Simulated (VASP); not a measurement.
Input of a VASP 6.6.1 run:

Contents of INCAR:

```
PREC = Accurate
ENCUT = 600
EDIFF = 1E-6
ISMEAR = -1
SIGMA = 0.05
LREAL = False
LASPH = True
NELM = 100
ALGO = Normal
ISIF = 3
LWAVE = False
LCHARG = False
GGA = PE
IBRION = 2
NSW = 32
EDIFFG = -0.005
PSTRESS = 3.3000000000000003
```

File KPOINTS:

```
Automatic mesh
0
Gamma
  11 11 11
```

POSCAR

```
K
1.0
   -2.5757965174      2.5757965174      2.5757965174
    2.5757965174     -2.5757965174      2.5757965174
    2.5757965174      2.5757965174     -2.5757965174
K
1
Direct
    0.0000000000      0.0000000000      0.0000000000
```

Potentials or basis: VASP PAW PBE potentials, release 64 (K_sv).

Launch:

```bash
$ cat potpaw_PBE.64/K_sv/POTCAR > POTCAR
$ mpirun -np 1 vasp_std > vasp.out
```

(1) Estimate the relaxed cell.

(2) Estimate the relaxed volume.

## Answers

(1) a = 4.455 Å, b = 4.455 Å, c = 4.455 Å, α = 109.47°, β = 109.47°, γ = 109.47°.

(2) 68.06 Å³/atom.

Caveat: the cell is relaxed towards a set pressure, so the run minimises the enthalpy, not the energy.
